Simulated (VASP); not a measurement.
# HfSn3O8: relaxation of cell and atoms with PBE

The system is HfSn3O8.

```
CELL_PARAMETERS angstrom
3.29602 0.00000 0.00000
0.00000 6.59204 0.00000
0.00000 0.00000 4.79102
ATOMIC_POSITIONS crystal
Sn 0.50000 0.25000 0.50000
Sn 0.00000 0.00000 0.00000
Sn 0.50000 0.75000 0.50000
O 0.50000 0.00000 0.30279
O 0.00000 0.25000 0.19721
O 0.00000 0.25000 0.69721
O 0.50000 0.00000 0.80279
O 0.50000 0.50000 0.30279
O 0.00000 0.75000 0.19721
O 0.00000 0.75000 0.69721
O 0.50000 0.50000 0.80279
Hf 0.00000 0.50000 0.00000
```

- Program: VASP 6.6.1
- Task: relaxation of cell and atoms
- Functional: PBE
- Potentials or basis: VASP PAW PBE potentials, release 64 (Sn_d, O, Hf_pv)
- Cutoff: 600 eV
- k mesh: 8 × 4 × 6
- Occupations: fermi-dirac, width 0.02 eV
- Spin: no spin polarisation
- Dipole correction: no
- Further INCAR settings: ALGO = Normal; EDIFF = 1e-06; IBRION = 2; EDIFFG = -0.005; NSW = 80; ISIF = 3

- Relaxed volume: 11.76 Å³/atom
- Relaxed cell: a = 3.553 Å, b = 7.292 Å, c = 5.446 Å, α = 90.00°, β = 90.00°, γ = 90.00°
- Space group after relaxing (to 0.1 Å): Pmm2 (No. 25)
- Energy gained by relaxing: 740.7 meV/atom
- Ionic steps: 41
- Pressure after relaxing: 0.0 GPa
- Band gap on the k mesh: 1.44 eV (least direct gap 1.49 eV)

Forces in eV/Å, atoms in the order of the input:
```
Sn   0.000 -0.001  0.001
Sn   0.000  0.000 -0.003
Sn   0.000  0.001  0.001
O    0.000  0.000  0.000
O    0.000 -0.002  0.002
O    0.000  0.001 -0.002
O    0.000  0.000  0.001
O    0.000  0.000  0.001
O    0.000  0.002  0.002
O    0.000 -0.001 -0.002
O    0.000  0.000  0.001
Hf   0.000  0.000 -0.003
```

Step by step:
```csv
step,energy change (eV),largest force (eV/Å),pressure (GPa),volume (Å³)
1,0.0000,1.3037,106.51,104.10
3,-8.4297,1.1275,-7.19,142.32
5,-8.5654,0.9347,0.41,136.77
7,-8.6696,0.5506,-0.75,138.17
9,-8.7890,0.6008,0.53,138.71
11,-8.8767,0.2769,-0.50,141.08
13,-8.8832,0.1789,0.10,140.93
15,-8.8851,0.0716,0.15,140.88
17,-8.8863,0.0431,0.16,140.90
19,-8.8865,0.0944,-0.46,141.42
21,-8.8876,0.0459,-0.12,141.16
23,-8.8885,0.0270,0.04,141.08
25,-8.8887,0.0176,-0.03,141.13
27,-8.8888,0.0138,0.01,141.10
29,-8.8888,0.0119,0.01,141.11
31,-8.8888,0.0074,-0.02,141.12
33,-8.8888,0.0056,0.01,141.11
35,-8.8888,0.0079,0.02,141.10
37,-8.8888,0.0086,0.01,141.10
39,-8.8888,0.0120,0.02,141.10
41,-8.8888,0.0029,-0.02,141.11
```

Final structure:
```
CELL_PARAMETERS angstrom
3.55311 0.00000 0.00000
0.00000 7.29228 0.00000
0.00000 0.00000 5.44617
ATOMIC_POSITIONS crystal
Sn 0.50000 0.25238 0.49531
Sn 0.00000 0.00000 0.01278
Sn 0.50000 0.74762 0.49531
O 0.50000 0.00000 0.32377
O 0.00000 0.25046 0.17889
O 0.00000 0.26175 0.68223
O 0.50000 0.00000 0.82171
O 0.50000 0.50000 0.31041
O 0.00000 0.74954 0.17889
O 0.00000 0.73825 0.68223
O 0.50000 0.50000 0.82251
Hf 0.00000 0.50000 0.99595
```

Levels at points of the mesh, in eV from the valence-band top:
```
           k point  band 48  band 49  band 50  band 51  band 52  band 53
(0.00, 0.00, 0.00)    -0.37    -0.21    -0.05     1.44     3.50     4.17
(0.50, 0.00, 0.00)    -0.38    -0.36    -0.03     4.16     4.70     4.83
(0.00, 0.50, 0.00)    -0.52    -0.42    -0.34     2.84     3.24     4.22
(0.50, 0.50, 0.00)    -0.38    -0.36    -0.29     4.11     4.57     4.61
(0.00, 0.00, 0.50)    -1.07    -0.17     0.00     3.23     3.62     4.47
(0.50, 0.00, 0.50)    -0.62    -0.42    -0.37     4.46     4.91     5.54
(0.00, 0.50, 0.50)    -0.47    -0.47    -0.30     3.65     3.94     4.03
(0.50, 0.50, 0.50)    -0.58    -0.56    -0.53     4.76     4.90     5.05
```

Run time: 42 min on 4 MPI ranks on AMD EPYC 9R45 (Zen 5), on a shared host, peak memory 0.5 GiB a rank.

Caveat: the volume moved by over 15 % at a fixed basis, so the end points are rough; spin-orbit coupling is left out, which moves the levels of the heavy elements. A k mesh can miss the band edges.
